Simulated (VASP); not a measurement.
# AgI (P6_3mc) in VASP: notebook

Runs on AgI. Level: PBE. Tasks: electric field gradients, density of states.

Everything below comes from runs of VASP 6.6.1. Logs are shortened: lines on timing, memory, paths and dates and some standing lists are left out, and cuts for length are marked.

**1. The cell of the first run**

Symmetry: P6_3mc, No. 186, hexagonal system. Conventional cell: a = 4.580 Å, b = 4.580 Å, c = 7.435 Å, α = 90.00°, β = 90.00°, γ = 120.00°. Within 3.7 Å of Ag (site symmetry 3m) lie 4 I at 2.79 to 2.80 Å. I (site symmetry 3m) has 4 Ag at 2.79 to 2.80 Å within 3.7 Å.

**2. Electric field gradients, PBE (zz strain of -1 %)**

File INCAR:

```
PREC = Accurate
ENCUT = 400
EDIFF = 1E-8
ISMEAR = -1
SIGMA = 0.01
LREAL = False
LASPH = True
NELM = 120
ALGO = Normal
ISIF = 2
LWAVE = False
LCHARG = False
GGA = PE
LEFG = True
NBANDS = 26
GGA_COMPAT = False
```

File KPOINTS:

```
Automatic mesh
0
Gamma
  8 8 4
```

File POSCAR:

```
AgI
1.0
    4.5800015808      0.0000000000      0.0000000000
   -2.2900007904      3.9663977183      0.0000000000
    0.0000000000      0.0000000000      7.4349000000
Ag I
2 2
Direct
    0.3333333333      0.6666666667      0.0000000000
    0.6666666667      0.3333333333      0.5000000000
    0.3333333333      0.6666666667      0.3750000000
    0.6666666667      0.3333333333      0.8750000000
```

Potentials or basis: VASP PAW PBE potentials, release 64 (Ag, I).

Run with:

```sh
$ cat potpaw_PBE.64/Ag/POTCAR potpaw_PBE.64/I/POTCAR > POTCAR
$ mpirun -np 1 vasp_std > vasp.out
```

OUTCAR:

```text
PREC = Accurate
   ENCUT = 400
   EDIFF = 1E-8
   ISMEAR = -1
   LREAL = False
   LASPH = True
   NELM = 120
   ISIF = 2
   GGA = PE

 ion  position               nearest neighbor table
   1  0.333  0.667  0.000-   3 2.79   4 2.80   4 2.80   4 2.80
   2  0.667  0.333  0.500-   4 2.79   3 2.80   3 2.80   3 2.80
   3  0.333  0.667  0.375-   1 2.79   2 2.80   2 2.80   2 2.80
   4  0.667  0.333  0.875-   2 2.79   1 2.80   1 2.80   1 2.80

  LATTYP: Found a hexagonal cell.
 ALAT       =     4.5800015808
 C/A-ratio  =     1.6233400511

  Lattice vectors:

 A1 = (   4.5800015808,   0.0000000000,   0.0000000000)
 A2 = (  -2.2900007904,   3.9663977183,   0.0000000000)
 A3 = (   0.0000000000,   0.0000000000,   7.4349000000)

Analysis of symmetry for initial positions (statically):
=====================================================================
 Subroutine PRICEL returns:
 Original cell was already a primitive cell.

 Routine SETGRP: Setting up the symmetry group for a
 hexagonal supercell.

 Subroutine GETGRP returns: Found 12 space group operations
 (whereof  6 operations were pure point group operations)
 out of a pool of 24 trial point group operations.

The static configuration has the point symmetry C_3v.
 The point group associated with its full space group is C_6v.

Analysis of symmetry for dynamics (positions and initial velocities):
=====================================================================
 Subroutine PRICEL returns:
 Original cell was already a primitive cell.

 Routine SETGRP: Setting up the symmetry group for a
 hexagonal supercell.

 Subroutine GETGRP returns: Found 12 space group operations
 (whereof  6 operations were pure point group operations)
 out of a pool of 24 trial point group operations.

The dynamic configuration has the point symmetry C_3v.
 The point group associated with its full space group is C_6v.

 Subroutine INISYM returns: Found 12 space group operations
 (whereof  6 operations are pure point group operations),
 and found     1 'primitive' translations

----------------------------------------------------------------------------------------

                                     Primitive cell

[... 134 lines left out ...]
 Free energy of the ion-electron system (eV)
  ---------------------------------------------------
  ext. energy  EPLUGINS =         0.00000000
  ---------------------------------------------------
  free energy    TOTEN  =        -9.50861540 eV

  energy without entropy =       -9.50861540  energy(sigma->0) =       -9.50861540

 E-fermi :   3.5008     XC(G=0):  -8.4912

 val. band max:        3.2856731574   @ k =   0.0000   0.0000   0.0000
 cond. band min:       4.6660399274   @ k =   0.0000   0.0000   0.0000
 fundamental gap:      1.3803667699
 Fermi energy:         3.5008245311

 k-point     1 :       0.0000    0.0000    0.0000
  band No.  band energies     occupation
      1      -9.5948      2.00000
      2      -9.2839      2.00000
      3      -1.0002      2.00000
      4      -0.9890      2.00000
      5      -0.9890      2.00000
      6      -0.9417      2.00000
[... 685 lines left out ...]
     25      10.6166      0.00000
     26      10.6166      0.00000

 [... further k-points ...]
[... 5 lines left out ...]
  --------------------------------------------------------------------------------------
  -------------------------------------------------------------------------------------
  Total        1.7476542      1.7476542      2.1220639      0.0000000      0.0000000      0.0000000
  in kB       20.7314205     20.7314205     25.1728288      0.0000000      0.0000000      0.0000000
  external PRESSURE =      22.2118899 kB  Pullay stress =       0.0000000 kB

 VOLUME and BASIS-vectors are now :
 -----------------------------------------------------------------------------
  energy-cutoff  :      400.00
  volume of cell :      135.06
      direct lattice vectors                 reciprocal lattice vectors
     4.580001581  0.000000000  0.000000000     0.218340536  0.126058967  0.000000000
    -2.290000790  3.966397718  0.000000000     0.000000000  0.252117934  0.000000000
     0.000000000  0.000000000  7.434900000     0.000000000  0.000000000  0.134500800

 POSITION                                       TOTAL-FORCE (eV/Angst)
 -----------------------------------------------------------------------------------
     -0.00000      2.64427      0.00000        -0.000000      0.000000     -0.035616
      2.29000      1.32213      3.71745         0.000000      0.000000     -0.035616
     -0.00000      2.64427      2.78809         0.000000     -0.000000      0.035616
      2.29000      1.32213      6.50554         0.000000      0.000000      0.035616
 -----------------------------------------------------------------------------------
    total drift:                               -0.000000     -0.000000      0.000438

  FREE ENERGIE OF THE ION-ELECTRON SYSTEM (eV)
  ---------------------------------------------------
  free  energy   TOTEN  =        -9.5086154018 eV

  energy  without entropy=       -9.5086154018  energy(sigma->0) =       -9.50861540

 Electric field gradients (V/A^2)
---------------------------------------------------------------------
 ion       V_xx      V_yy      V_zz      V_xy      V_xz      V_yz
---------------------------------------------------------------------
   1       1.509     1.506    -3.015    -0.002    -0.000     0.000
   2       1.509     1.506    -3.015    -0.002     0.000    -0.000
   3      -0.914    -0.915     1.829    -0.001     0.000    -0.000
   4      -0.914    -0.915     1.829    -0.001    -0.000     0.000
---------------------------------------------------------------------

 Electric field gradients after diagonalization (V/A^2)
 (convention: |V_zz| > |V_xx| > |V_yy|)
----------------------------------------------------------------------
 ion       V_xx      V_yy      V_zz     asymmetry (V_yy - V_xx)/ V_zz
----------------------------------------------------------------------
   1       1.510     1.505    -3.015       0.002
   2       1.510     1.505    -3.015       0.002
   3      -0.915    -0.914     1.829       0.001
   4      -0.915    -0.914     1.829       0.001
----------------------------------------------------------------------

           NMR quadrupolar parameters

 Cq : quadrupolar parameter    Cq=e*Q*V_zz/h
 eta: asymmetry parameters     (V_yy - V_xx)/ V_zz
 Q  : nuclear electric quadrupole moment in mb (millibarn)
----------------------------------------------------------------------
 ion       Cq(MHz)       eta       Q (mb)
----------------------------------------------------------------------
   1      -0.007       0.002       1.000
   2      -0.007       0.002       1.000
   3       0.004       0.001       1.000
   4       0.004       0.001       1.000
----------------------------------------------------------------------
```

stdout:

```text
POSCAR found type information on POSCAR AgI
 POSCAR found :  2 types and       4 ions
 scaLAPACK will be used
 LDA part: xc-table for (Slater+PW92), standard interpolation
 POSCAR, INCAR and KPOINTS ok, starting setup
 FFT: planning ... GRIDC
 FFT: planning ... GRID_SOFT
 FFT: planning ... GRID
 WAVECAR not read
 entering main loop
ion   1

ion   2

ion   3

ion   4
```

Run time: 70 s. Hardware: 1 thread of Intel Xeon Platinum 8488C (Sapphire Rapids), shared host; peak memory 0.22 GiB.

Results:

```
Free energy            : -9.5086 eV
Pressure               : 2.2 GPa
Largest force          : 0.036 eV/Å
Band gap on the k mesh : 1.38 eV, direct
```

Forces on the atoms (eV/Å):
```
Ag   0.000  0.000 -0.036
Ag   0.000  0.000 -0.036
I    0.000  0.000  0.036
I    0.000  0.000  0.036
```

Electric field gradients, principal values (V/Å²):
```
atom   least  middle  greatest (by size)
1 Ag   1.505   1.510              -3.015
2 Ag   1.505   1.510              -3.015
 3 I  -0.914  -0.915               1.829
 4 I  -0.914  -0.915               1.829
```

Caveat: the cell differs from its parent crystal (zz strain of -1 %); without QUAD_EFG the Cq values of the log hold for a quadrupole moment of 1 mb, not for the nuclei; spin-orbit coupling is left out, which moves the levels of the heavy elements.

**3. Electric field gradients, PBE**

This run uses another cell than the first one, of 34.11 Å³/atom, 1.010 times its volume.

INCAR is that of step 2.

File KPOINTS:

```
regular mesh
0
Gamma
  8 8 4
```

Edit POSCAR of step 2 so:

```diff
@@ -4,3 +4,3 @@
    -2.2900007904      3.9663977183      0.0000000000
-    0.0000000000      0.0000000000      7.4349000000
+    0.0000000000      0.0000000000      7.5100000000
 Ag I
```

Potentials or basis: VASP PAW PBE potentials, release 64 (Ag, I).

Run with:

```sh
$ cat potpaw_PBE.64/Ag/POTCAR potpaw_PBE.64/I/POTCAR > POTCAR
$ mpirun -np 1 vasp_std > vasp.out
```

OUTCAR:

```text
PREC = Accurate
   ENCUT = 400
   EDIFF = 1E-8
   ISMEAR = -1
   LREAL = False
   LASPH = True
   NELM = 120
   ISIF = 2
   GGA = PE

 ion  position               nearest neighbor table
   1  0.333  0.667  0.000-   4 2.81   4 2.81   4 2.81   3 2.82
   2  0.667  0.333  0.500-   3 2.81   3 2.81   3 2.81   4 2.82
   3  0.333  0.667  0.375-   2 2.81   2 2.81   2 2.81   1 2.82
   4  0.667  0.333  0.875-   1 2.81   1 2.81   1 2.81   2 2.82

  LATTYP: Found a hexagonal cell.
 ALAT       =     4.5800015808
 C/A-ratio  =     1.6397374253

  Lattice vectors:

 A1 = (   4.5800015808,   0.0000000000,   0.0000000000)
 A2 = (  -2.2900007904,   3.9663977183,   0.0000000000)
[... 923 lines left out ...]
 ion       V_xx      V_yy      V_zz      V_xy      V_xz      V_yz
---------------------------------------------------------------------
   1      -0.982    -0.984     1.966    -0.002    -0.000     0.000
   2      -0.982    -0.984     1.966    -0.002     0.000    -0.000
   3      -1.976    -1.976     3.952    -0.001    -0.000     0.000
   4      -1.976    -1.976     3.952    -0.001     0.000    -0.000
---------------------------------------------------------------------

 Electric field gradients after diagonalization (V/A^2)
 (convention: |V_zz| > |V_xx| > |V_yy|)
----------------------------------------------------------------------
 ion       V_xx      V_yy      V_zz     asymmetry (V_yy - V_xx)/ V_zz
----------------------------------------------------------------------
   1      -0.985    -0.980     1.966       0.003
   2      -0.985    -0.980     1.966       0.003
   3      -1.977    -1.975     3.952       0.000
   4      -1.977    -1.975     3.952       0.000
----------------------------------------------------------------------

           NMR quadrupolar parameters

 Cq : quadrupolar parameter    Cq=e*Q*V_zz/h
 eta: asymmetry parameters     (V_yy - V_xx)/ V_zz
 Q  : nuclear electric quadrupole moment in mb (millibarn)
----------------------------------------------------------------------
 ion       Cq(MHz)       eta       Q (mb)
----------------------------------------------------------------------
   1       0.005       0.003       1.000
   2       0.005       0.003       1.000
   3       0.010       0.000       1.000
   4       0.010       0.000       1.000
----------------------------------------------------------------------
```

stdout:

```text
POSCAR found type information on POSCAR AgI
 POSCAR found :  2 types and       4 ions
 scaLAPACK will be used
 LDA part: xc-table for (Slater+PW92), standard interpolation
 POSCAR, INCAR and KPOINTS ok, starting setup
 FFT: planning ... GRIDC
 FFT: planning ... GRID_SOFT
 FFT: planning ... GRID
 WAVECAR not read
 entering main loop
ion   1

ion   2

ion   3

ion   4
```

Wall time 2.4 min (1 thread of Intel Xeon 8259CL, shared host); peak memory 0.23 GiB.

What came out:

```yaml
Free_energy: -9.5278 eV
Pressure: 1.8 GPa
Largest_force: 0.020 eV/Å
Band_gap_on_the_k_mesh: 1.37 eV, direct
```

Forces in eV/Å, atoms in the order of the input:
```
Ag   0.000  0.000  0.020
Ag   0.000  0.000  0.020
I    0.000  0.000 -0.020
I    0.000  0.000 -0.020
```

Levels at points of the mesh, in eV from the valence-band top:
| k point | band 16 | band 17 | band 18 | band 19 | band 20 | band 21 |
| --- | --- | --- | --- | --- | --- | --- |
| (0.00, 0.00, 0.00) | -0.08 | 0.00 | 0.00 | 1.37 | 2.64 | 5.75 |
| (0.50, 0.00, 0.00) | -1.80 | -1.05 | -0.73 | 3.33 | 3.58 | 4.79 |
| (0.00, 0.00, 0.50) | -0.37 | -0.37 | -0.37 | 2.66 | 2.66 | 5.62 |
| (0.50, 0.00, 0.50) | -1.26 | -1.26 | -1.26 | 3.25 | 3.25 | 4.85 |

Electric field gradients, principal values (V/Å²):
| atom | least | middle | greatest (by size) |
| --- | --- | --- | --- |
| 1 Ag | -0.980 | -0.985 | 1.966 |
| 2 Ag | -0.980 | -0.985 | 1.966 |
| 3 I | -1.975 | -1.977 | 3.952 |
| 4 I | -1.975 | -1.977 | 3.952 |

Caveat: without QUAD_EFG the Cq values of the log hold for a quadrupole moment of 1 mb, not for the nuclei; spin-orbit coupling is left out, which moves the levels of the heavy elements.

[end of part 1 of 2]
